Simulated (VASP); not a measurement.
# CsI (Pm-3m) in VASP: a series of runs

The runs below take CsI through single point, with PBEsol.

Everything below comes from runs of VASP 6.6.1. Logs are shortened: lines on timing, memory, paths and dates and some standing lists are left out, and cuts for length are marked.

## (1) The cell of the first run

It takes space group Pm-3m (No. 221, cubic). Conventional cell: a = 4.231 Å, b = 4.231 Å, c = 4.231 Å, α = 90.00°, β = 90.00°, γ = 90.00°. Within 4.8 Å of Cs (site symmetry m-3m) lie 8 I at 3.66 Å and 6 Cs at 4.23 Å. Within 4.8 Å of I (site symmetry m-3m) lie 8 Cs at 3.66 Å and 6 I at 4.23 Å.

## (2) Single point, PBEsol

Input file INCAR:

```
PREC     = Accurate       # precision mode
ENCUT    = 500            # plane-wave cutoff, eV
EDIFF    = 1E-6           # SCF threshold, eV
ISMEAR   = 0              # smearing method
SIGMA    = 0.01           # smearing width, eV
LREAL    = F              # projectors in reciprocal space
LASPH    = T              # aspherical terms in the spheres
NELM     = 120            # most SCF steps
ALGO     = Normal         # electronic algorithm
ISIF     = 2              # what is computed and relaxed
LWAVE    = F              # write WAVECAR
LCHARG   = F              # write CHGCAR
GGA      = PS             # functional
NBANDS   = 15             # bands
GGA_COMPAT= F
```

Input file KPOINTS:

```
regular mesh
0
Gamma
  6 6 6
```

Input file POSCAR:

```
CsI
1.0
    4.2311867957      0.0000000000      0.0000000000
    0.0000000000      4.2311867957      0.0000000000
    0.0000000000      0.0000000000      4.2311867957
Cs I
1 1
Direct
    0.0000000000      0.0000000000      0.0000000000
    0.5000000000      0.5000000000      0.5000000000
```

Potentials or basis: VASP PAW PBE potentials, release 64 (Cs_sv, I).

Command:

```sh
cat potpaw_PBE.64/Cs_sv/POTCAR potpaw_PBE.64/I/POTCAR > POTCAR
mpirun -np 1 vasp_std > vasp.out
```

OUTCAR:

```text
PREC = Accurate
   ENCUT = 500
   EDIFF = 1E-6
   ISMEAR = 0
   LREAL = F
   LASPH = T
   NELM = 120
   ISIF = 2
   GGA = PS

 ion  position               nearest neighbor table
   1  0.000  0.000  0.000-
   2  0.500  0.500  0.500-

  LATTYP: Found a simple cubic cell.
 ALAT       =     4.2311867957

  Lattice vectors:

 A1 = (   4.2311867957,   0.0000000000,   0.0000000000)
 A2 = (   0.0000000000,   4.2311867957,   0.0000000000)
 A3 = (   0.0000000000,   0.0000000000,   4.2311867957)

Analysis of symmetry for initial positions (statically):
=====================================================================
 Subroutine PRICEL returns:
 Original cell was already a primitive cell.

 Routine SETGRP: Setting up the symmetry group for a
 simple cubic supercell.

 Subroutine GETGRP returns: Found 48 space group operations
[... 9 lines left out ...]

 Routine SETGRP: Setting up the symmetry group for a
 simple cubic supercell.

 Subroutine GETGRP returns: Found 48 space group operations
[... 11 lines left out ...]
                                     Primitive cell

  volume of cell :      75.7507

  direct lattice vectors                    reciprocal lattice vectors
     4.231186796  0.000000000  0.000000000     0.236340310  0.000000000  0.000000000
     0.000000000  4.231186796  0.000000000     0.000000000  0.236340310  0.000000000
     0.000000000  0.000000000  4.231186796     0.000000000  0.000000000  0.236340310

  length of vectors
     4.231186796  4.231186796  4.231186796     0.236340310  0.236340310  0.236340310

  position of ions in fractional coordinates (direct lattice)
     0.000000000  0.000000000  0.000000000
     0.500000000  0.500000000  0.500000000

  ion indices of the primitive-cell ions
   primitive index   ion index
                 1           1
                 2           2

----------------------------------------------------------------------------------------

 KPOINTS: regular mesh

Automatic generation of k-mesh.
 Grid dimensions read from file:
 generate k-points for:    6    6    6

 Generating k-lattice:

  Cartesian coordinates                     Fractional coordinates (reciprocal lattice)
     0.039390052  0.000000000  0.000000000     0.166666667  0.000000000  0.000000000
     0.000000000  0.039390052  0.000000000     0.000000000  0.166666667  0.000000000
     0.000000000  0.000000000  0.039390052     0.000000000  0.000000000  0.166666667

  Length of vectors
     0.039390052  0.039390052  0.039390052

  Shift w.r.t. Gamma in fractional coordinates (k-lattice)
     0.000000000  0.000000000  0.000000000

 Subroutine IBZKPT returns following result:
 ===========================================

 Found     20 irreducible k-points:

 Following reciprocal coordinates:
            Coordinates               Weight
  0.000000  0.000000  0.000000      1.000000
  0.166667  0.000000  0.000000      6.000000
  0.333333  0.000000  0.000000      6.000000
  0.500000  0.000000  0.000000      3.000000
  0.166667  0.166667  0.000000     12.000000
  0.333333  0.166667  0.000000     24.000000
[... 12 lines left out ...]
  0.500000  0.500000  0.333333      6.000000
  0.500000  0.500000  0.500000      1.000000
   k-points           NKPTS =     20   k-points in BZ     NKDIM =     20   number of bands    NBANDS=     15
   number of dos      NEDOS =    301   number of ions     NIONS =      2
   total plane-waves  NPLWV =  32768
   dimension x,y,z NGX =    32 NGY =   32 NGZ =   32
   dimension x,y,z NGXF=    64 NGYF=   64 NGZF=   64
   ions per type =               1   1
   NGX,Y,Z   is equivalent  to a cutoff of  12.57, 12.57, 12.57 a.u.
   NGXF,Y,Z  is equivalent  to a cutoff of  25.15, 25.15, 25.15 a.u.
 SYSTEM =  unknown system
   PREC   = accura    normal or accurate (medium, high low for compatibility)
   ISTART =      0    job   : 0-new  1-cont  2-samecut
   ICHARG =      2    charge: 1-file 2-atom 10-const
   ISPIN  =      1    spin polarized calculation?
   LNONCOLLINEAR =      F non collinear calculations
   LSORBIT =      F    spin-orbit coupling
   LASPH  =      T    aspherical Exc in radial PAW
   ENCUT  =  500.0 eV  36.75 Ry    6.06 a.u.   7.71  7.71  7.71*2*pi/ulx,y,z
   NELM   =    120;   NELMIN=  2; NELMDL= -5     # of ELM steps
   EDIFF  = 0.1E-05   stopping-criterion for ELM
   LREAL  =      F    real-space projection
   EDIFFG = 0.1E-04   stopping-criterion for IOM
   NSW    =      0    number of steps for IOM
   IBRION =     -1    ionic relax: 0-MD 1-quasi-New 2-CG
   NFREE  =      0    steps in history (QN), initial steepest desc. (CG)
   ISIF   =      2    stress and relaxation
   ISYM   =      2    0-nonsym 1-usesym 2-fastsym
   POTIM  = 0.5000    time-step for ionic-motion
   TEBEG  =    0.0;   TEEND  =   0.0 temperature during run
   PSTRESS=    0.0 pullay stress
   NELECT =      16.0000    total number of electrons
   NUPDOWN=      -1.0000    fix difference up-down
   EMIN   =  10.00;   EMAX   =-10.00  energy-range for DOS
   EFERMI =   0.00;   METHOD = LEGACY
   ISMEAR =     0;   SIGMA  =   0.01  broadening in eV -4-tet -1-fermi 0-gaus
   EFERMI_NEDOS =   21; number of points for ismear=-14 and -15
   IALGO  =     38    algorithm
   IMIX   =      4    mixing-type and parameters
     AMIX     =   0.40;   BMIX     =  1.00
     AMIX_MAG =   1.60;   BMIX_MAG =  1.00
  volume/ion in A,a.u.               =      37.88       255.60
  Fermi-wavevector in a.u.,A,eV,Ry     =   0.974958  1.842404 12.932927  0.950543
  Thomas-Fermi vector in A             =   2.105459
   LORBIT       =      0    0 simple, 1 ext, 2 COOP (PROOUT), +10 PAW based schemes
   GGA     = PS    functional components
   LHFCALC =     F    Hartree Fock is set to
   AEXX    =    0.0000 exact exchange contribution
   IVDW    =     0    specifies the selected vdW correction
   LEPSILON=     F    determine dielectric tensor
   LRPA    =     F    only Hartree local field effects (RPA)
 non-spin polarized calculation
 Gauss-broadening in eV      SIGMA  =   0.01
  energy-cutoff  :      500.00
  volume of cell :       75.75
 maximum number of plane-waves:      1956
 NGX is ok and might be reduce to    32
   NGX = 15   NGY = 15   NGZ = 15

 number of electron      15.9999996 magnetization

 Free energy of the ion-electron system (eV)
  ---------------------------------------------------
  ext. energy  EPLUGINS =         0.00000000
  ---------------------------------------------------
  free energy    TOTEN  =        -5.60373669 eV

  energy without entropy =       -5.60373669  energy(sigma->0) =       -5.60373669

 E-fermi :   2.3827     XC(G=0):  -8.9847

 val. band max:        2.2715048769   @ k =   0.5000   0.5000   0.0000
 cond. band min:       5.8503328694   @ k =   0.0000   0.0000   0.0000
 fundamental gap:      3.5788279925
 Fermi energy:         2.3826697102

 k-point     1 :       0.0000    0.0000    0.0000
  band No.  band energies     occupation
      1     -17.9289      2.00000
      2      -8.8421      2.00000
      3      -4.5696      2.00000
      4      -4.5696      2.00000
      5      -4.5696      2.00000
      6       2.2686      2.00000
      7       2.2686      2.00000
      8       2.2686      2.00000
      9       5.8503      0.00000
     10       5.8503      0.00000
     11       6.8944      0.00000
     12      10.4606      0.00000
     13      10.4606      0.00000
     14      10.4606      0.00000
     15      13.1210      0.00000

 k-point     2 :       0.1667    0.0000    0.0000
  band No.  band energies     occupation
      1     -17.9111      2.00000
      2      -8.8705      2.00000
      3      -4.6195      2.00000
      4      -4.5305      2.00000
      5      -4.5305      2.00000
      6       1.5395      2.00000
      7       2.1676      2.00000
      8       2.1676      2.00000
      9       6.0525      0.00000
     10       6.6400      0.00000
     11       7.7337      0.00000
     12      10.3618      0.00000
     13      10.3618      0.00000
     14      10.6207      0.00000
     15      11.4995      0.00000

 k-point     3 :       0.3333    0.0000    0.0000
  band No.  band energies     occupation
      1     -17.8750      2.00000
      2      -8.9364      2.00000
      3      -4.6712      2.00000
      4      -4.4492      2.00000
      5      -4.4492      2.00000
      6       0.4827      2.00000
      7       1.9599      2.00000
      8       1.9599      2.00000
      9       6.6211      0.00000
     10       8.3990      0.00000
     11       9.2373      0.00000
     12       9.7014      0.00000
     13      10.4893      0.00000
     14      10.4893      0.00000
     15      11.0337      0.00000

 k-point     4 :       0.5000    0.0000    0.0000
  band No.  band energies     occupation
      1     -17.8567      2.00000
      2      -8.9739      2.00000
      3      -4.6723      2.00000
      4      -4.4069      2.00000
      5      -4.4069      2.00000
      6       0.0419      2.00000
      7       1.8533      2.00000
      8       1.8533      2.00000
      9       7.1498      0.00000
     10       8.7520      0.00000
     11       9.7063      0.00000
     12       9.9899      0.00000
     13      10.9018      0.00000
     14      10.9018      0.00000
     15      11.3326      0.00000
[... 235 lines left out ...]
 k-point    18 :       0.5000    0.3333    0.3333
  band No.  band energies     occupation
      1     -17.7702      2.00000
      2      -8.4814      2.00000
      3      -5.1144      2.00000
      4      -4.9880      2.00000
      5      -4.8880      2.00000
      6       0.5578      2.00000
      7       0.6354      2.00000
      8       1.0832      2.00000
      9       8.2640      0.00000
     10       8.7624      0.00000
     11       9.1379      0.00000
     12      10.8167      0.00000
     13      11.4743      0.00000
     14      11.4871      0.00000
     15      13.3961      0.00000

 k-point    19 :       0.5000    0.5000    0.3333
  band No.  band energies     occupation
      1     -17.7562      2.00000
      2      -8.4071      2.00000
      3      -5.1131      2.00000
      4      -5.1131      2.00000
      5      -4.8688      2.00000
      6       0.4900      2.00000
      7       0.4900      2.00000
      8       0.6316      2.00000
      9       8.7762      0.00000
     10       9.4319      0.00000
     11       9.4319      0.00000
     12      10.2496      0.00000
     13      12.1544      0.00000
     14      12.1544      0.00000
     15      13.2671      0.00000

 k-point    20 :       0.5000    0.5000    0.5000
  band No.  band energies     occupation
      1     -17.7424      2.00000
      2      -8.3496      2.00000
      3      -5.0322      2.00000
      4      -5.0322      2.00000
      5      -5.0322      2.00000
      6       0.2400      2.00000
      7       0.2400      2.00000
      8       0.2400      2.00000
      9      10.1724      0.00000
     10      10.1724      0.00000
     11      10.1724      0.00000
     12      11.2833      0.00000
     13      11.2833      0.00000
     14      11.2833      0.00000
     15      13.3394      0.00000

------------------------ aborting loop because EDIFF is reached ----------------------------------------

  FORCE on cell =-STRESS in cart. coord.  units (eV):
  Direction    XX          YY          ZZ          XY          YZ          ZX
  --------------------------------------------------------------------------------------
  -------------------------------------------------------------------------------------
  Total        1.9474984      1.9474984      1.9474984      0.0000000     -0.0000000      0.0000000
  in kB       41.1908822     41.1908822     41.1908822      0.0000000     -0.0000000      0.0000000
  external PRESSURE =      41.1908822 kB  Pullay stress =       0.0000000 kB

 VOLUME and BASIS-vectors are now :
 -----------------------------------------------------------------------------
  energy-cutoff  :      500.00
  volume of cell :       75.75
      direct lattice vectors                 reciprocal lattice vectors
     4.231186796  0.000000000  0.000000000     0.236340310  0.000000000  0.000000000
     0.000000000  4.231186796  0.000000000     0.000000000  0.236340310  0.000000000
     0.000000000  0.000000000  4.231186796     0.000000000  0.000000000  0.236340310

 POSITION                                       TOTAL-FORCE (eV/Angst)
 -----------------------------------------------------------------------------------
      0.00000      0.00000      0.00000         0.000000      0.000000      0.000000
      2.11559      2.11559      2.11559         0.000000      0.000000      0.000000
 -----------------------------------------------------------------------------------
    total drift:                                0.000000      0.000000     -0.000000

  FREE ENERGIE OF THE ION-ELECTRON SYSTEM (eV)
  ---------------------------------------------------
  free  energy   TOTEN  =        -5.6037366856 eV

  energy  without entropy=       -5.6037366856  energy(sigma->0) =       -5.60373669
```

It took 11 s on 1 thread of Intel Xeon Platinum 8488C (Sapphire Rapids), shared host; peak memory 0.18 GiB.

What came out:

| Quantity | Value |
| --- | --- |
| Free energy | -5.6037 eV |
| Pressure | 4.1 GPa |
| Band gap on the k mesh | 3.58 eV, indirect (the least direct gap lies 2.9 meV higher) |

Caveat: the PAW data sets were made with another functional, which shifts forces and pressure a little; spin-orbit coupling is left out, which moves the levels of the heavy elements. As with any semilocal functional, this PBEsol gap is likely too small.

(Continued in part 2 of 2.)
